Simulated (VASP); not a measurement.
A run of VASP 6.6.1 is set up as follows.

The input INCAR:

```
SYSTEM = TiO2
ALGO     = Normal         ! electronic algorithm
EDIFF    = 1E-7           ! SCF threshold, eV
ENCUT    = 520            ! plane-wave cutoff, eV
GGA      = PE             ! functional
ISIF     = 2              ! what is computed and relaxed
ISMEAR   = 0              ! smearing method
IVDW     = 12             ! dispersion correction
LASPH    = .True.         ! aspherical terms in the spheres
LCHARG   = .False.        ! write CHGCAR
LREAL    = .False.        ! projectors in reciprocal space
LWAVE    = .False.        ! write WAVECAR
NBANDS   = 33             ! bands
NELM     = 100            ! most SCF steps
PREC     = Accurate       ! precision mode
SIGMA    = 0.02           ! smearing width, eV
```

Contents of KPOINTS:

```
k-points
0
Gamma
  10 10 10
  0 0 0
```

The input POSCAR:

```
TiO2
1.0
   -1.8936855193      1.8936855193      4.7856040520
    1.8936855193     -1.8936855193      4.7856040520
    1.8936855193      1.8936855193     -4.7856040520
Ti O
2 4
Direct
    0.0000000000      0.0000000000      0.0000000000
    0.7500000000      0.2500000000      0.5000000000
    0.2081053453      0.2081053453      0.0000000000
    0.9581053453      0.4581053453      0.5000000000
    0.5418946547      0.0418946547      0.5000000000
    0.7918946547      0.7918946547      0.0000000000
```

Potentials or basis: VASP PAW PBE potentials, release 64 (Ti_sv, O).

Launch:

```console
$ cat potpaw_PBE.64/Ti_sv/POTCAR potpaw_PBE.64/O/POTCAR > POTCAR
$ mpirun -np 1 vasp_std > vasp.out
```

Problem. Estimate the dispersion energy per atom.

Solution. -0.224 eV.

Problem. Estimate the band gap on the k mesh.

Solution. 2.10 eV (least direct gap 2.43 eV).

Problem. What does it give for the pressure?

Solution. 0.7 GPa.

Forces on the atoms (eV/Å):
```
Ti   0.000  0.000  0.000
Ti   0.000  0.000  0.000
O    0.000  0.000  0.020
O    0.000  0.000  0.020
O    0.000  0.000 -0.020
O    0.000  0.000 -0.020
```

A k mesh can miss the band edges. PBE gaps usually lie below the measured ones, often by a third to a half.
